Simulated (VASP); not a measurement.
## Sb: single point with B3LYP5

The system is Sb.

```
Sb
1.0
     2.12509    1.22692    3.70721
    -2.12509    1.22692    3.70721
     0.00000   -2.45384    3.70721
Sb
2
Direct
  0.76651 0.76651 0.76651
  0.23349 0.23349 0.23349
```

```
Program                            : VASP 6.6.1
Task                               : single point
Functional                         : B3LYP5
Potentials or basis                : VASP PAW PBE potentials, release 64 (Sb)
Cutoff                             : 520 eV
k mesh                             : 4 × 4 × 4
Occupations                        : fermi-dirac, width 0.05 eV
Spin                               : no spin polarisation
Dipole correction                  : no
Grid for exact exchange (PRECFOCK) : Normal
Further INCAR settings             : ALGO = Normal; EDIFF = 1e-06; NBANDS = 12
Share of exact exchange            : 0.2
```

```
Pressure               : 7.4 GPa
Largest force          : 0.149 eV/Å
Band gap on the k mesh : 0.78 eV (least direct gap 0.94 eV)
```

Forces in eV/Å, atoms in the order of the input:
```
Sb   0.000  0.000  0.149
Sb   0.000  0.000 -0.149
```

Stress tensor (GPa, compression positive):
```
7.75 0.00 0.00
0.00 7.75 0.00
0.00 0.00 6.60
```

Levels at points of the mesh, in eV from the valence-band top:
| k point | band 2 | band 3 | band 4 | band 5 | band 6 | band 7 | band 8 | band 9 |
| --- | --- | --- | --- | --- | --- | --- | --- | --- |
| (0.00, 0.00, 0.00) | -4.85 | -2.31 | -2.00 | -2.00 | 3.19 | 3.90 | 3.90 | 6.42 |
| (0.50, 0.00, 0.00) | -10.63 | -2.14 | -1.99 | -0.20 | 0.78 | 1.19 | 1.37 | 9.22 |
| (0.50, 0.50, 0.00) | -8.70 | -6.04 | -4.22 | -4.09 | 2.63 | 6.43 | 7.06 | 8.69 |
| (0.50, 0.50, 0.50) | -9.92 | -1.42 | -1.42 | 0.00 | 0.94 | 0.94 | 2.08 | 8.64 |

It took 6.9 min on 1 thread of AMD EPYC 7R13 Processor (Zen 3) (shared host), peak memory 0.18 GiB.

Caveat: the k points lie up to 0.45 Å⁻¹ apart; the PAW data sets were made with another functional, which shifts forces and pressure a little; spin-orbit coupling is left out, which moves the levels of the heavy elements. A k mesh can miss the band edges.
